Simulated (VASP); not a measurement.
A run of VASP 6.6.1:

Contents of INCAR:

```
PREC = Accurate
ENCUT = 520
EDIFF = 1E-6
ISMEAR = -1
SIGMA = 0.1
LREAL = F
LASPH = T
NELM = 80
ALGO = Normal
ISIF = 2
LWAVE = F
LCHARG = F
NBANDS = 21
```

KPOINTS

```
regular mesh
0
Gamma
  13 13 13
```

The input POSCAR:

```
Ru
1.0
    0.0000000000      2.3779354094      2.3779354094
    2.3779354094      0.0000000000      2.3779354094
    2.3779354094      2.3779354094      0.0000000000
Ru
2
Direct
   -0.1250000000     -0.1250000000     -0.1250000000
    0.1250000000      0.1250000000      0.1250000000
```

Potentials or basis: VASP PAW LDA potentials, release 64 (Ru_pv).

Command:

```sh
$ cat potpaw_LDA.64/Ru_pv/POTCAR > POTCAR
$ mpirun -np 1 vasp_std > vasp.out
```

Hardware: 1 thread of Intel(R) Xeon(R) 6975P-C (Granite Rapids), with other jobs on the host.

Problem. How long does it take, and how much memory?

Solution. It took 18 s on 1 thread of Intel(R) Xeon(R) 6975P-C (Granite Rapids), on a shared host, peak memory 0.16 GiB. Counts: scf iterations 11, k points 84.
